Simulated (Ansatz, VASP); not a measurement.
# SrTa2O2 in VASP and in Ansatz

Contents of INCAR:

```
SYSTEM = SrTa2O2
PREC     = Accurate       ! precision mode
ENCUT    = 520            ! plane-wave cutoff, eV
EDIFF    = 1E-6           ! SCF threshold, eV
ISMEAR   = 0              ! smearing method
SIGMA    = 0.1            ! smearing width, eV
LREAL    = .False.        ! projectors in reciprocal space
LASPH    = .True.         ! aspherical terms in the spheres
NELM     = 150            ! most SCF steps
ALGO     = Normal         ! electronic algorithm
ISIF     = 2              ! what is computed and relaxed
LWAVE    = .False.        ! write WAVECAR
LCHARG   = .False.        ! write CHGCAR
ISPIN    = 2              ! spin polarisation
MAGMOM   = 0 1 1 0 0      ! initial moments
LORBIT   = 11             ! projections on sites
LMAXMIX  = 4              ! l up to which the mixer works
GGA      = PE             ! functional
NBANDS   = 34             ! bands
```

KPOINTS

```
Automatic mesh
0
Gamma
  4 4 4
  0 0 0
```

The input POSCAR:

```
SrTa2O2
1.0
   -2.7365454400      2.7365454400      2.8722197900
    2.7365454400     -2.7365454400      2.8722197900
    2.7365454400      2.7365454400     -2.8722197900
Sr Ta O
1 2 2
Direct
    0.0000000000      0.0000000000      0.0000000000
    0.5000000000      0.0000000000      0.5000000000
    0.0000000000      0.5000000000      0.5000000000
    0.6455033900      0.6455033900      0.0000000000
    0.3544966100      0.3544966100      0.0000000000
```

Input for Ansatz:

```yaml
crystal:
  lattice:
    - [-2.73654544, 2.73654544, 2.87221979]
    - [2.73654544, -2.73654544, 2.87221979]
    - [2.73654544, 2.73654544, -2.87221979]
  atoms:
    - { symbol: Sr, position: [0.0, 0.0, 0.0] }
    - { symbol: Ta, position: [0.5, 0.0, 0.5], spin: 1.0 }
    - { symbol: Ta, position: [0.0, 0.5, 0.5], spin: 1.0 }
    - { symbol: O, position: [0.64550339, 0.64550339, 0.0] }
    - { symbol: O, position: [0.35449661, 0.35449661, 0.0] }
basis:
  ecutwfc: 420
kpoints:
  mp_grid: { grid: [4, 4, 4] }
hamiltonian:
  xc: pbe
scf:
  occupations: { method: gaussian, width: 0.1 }
  lower_state_search: "off"
output:
  forces: true
  stress: true
  eigenvalues: true
  populations: true
magnetization:
  spin_polarized: true
```

Alike in both runs: task single point; functional PBE; k mesh 4 × 4 × 4; occupations gaussian, width 0.1 eV; collinear spin.

|  | VASP | Ansatz |
| --- | --- | --- |
| version | VASP 6.6.1 | Ansatz 0.2.0 |
| potentials or method | VASP PAW PBE potentials, release 64 (Sr_sv, Ta_pv, O), cutoff 520 eV | scalar-relativistic, plane waves, PAW |
| valence electrons in the cell | 44 | 48 |

```tsv
	VASP	Ansatz	Ansatz less VASP
gap on the k mesh at the Fermi level (eV)	none	none	-
pressure (GPa)	9.1	8.1	-0.95
traceless stress, the component that is largest in VASP (GPa)	2.29	1.83	-0.467
rms of the force components (eV/Å)	1.202	1.144	-0.0579
net moment per atom (μB)	0.13	0.20	+0.069
size of the moment on the site where the two differ most (μB)	0.19	0.26	+0.071
```

Site moments also hang on the region over which each program counts them. Atom by atom the forces differ by 0.058 eV/Å (rms over components). A gap of «none» marks a metal or a gap that the smearing closes. The functional is the same, so the differences come from potentials, cutoffs and numerics. VASP's potentials hold 44 valence electrons a cell and Ansatz's 48, so a difference there can come from the potentials and not from the codes.

The k mesh is coarse, so the values compare programs but aren't converged. Spin-orbit coupling is off throughout.
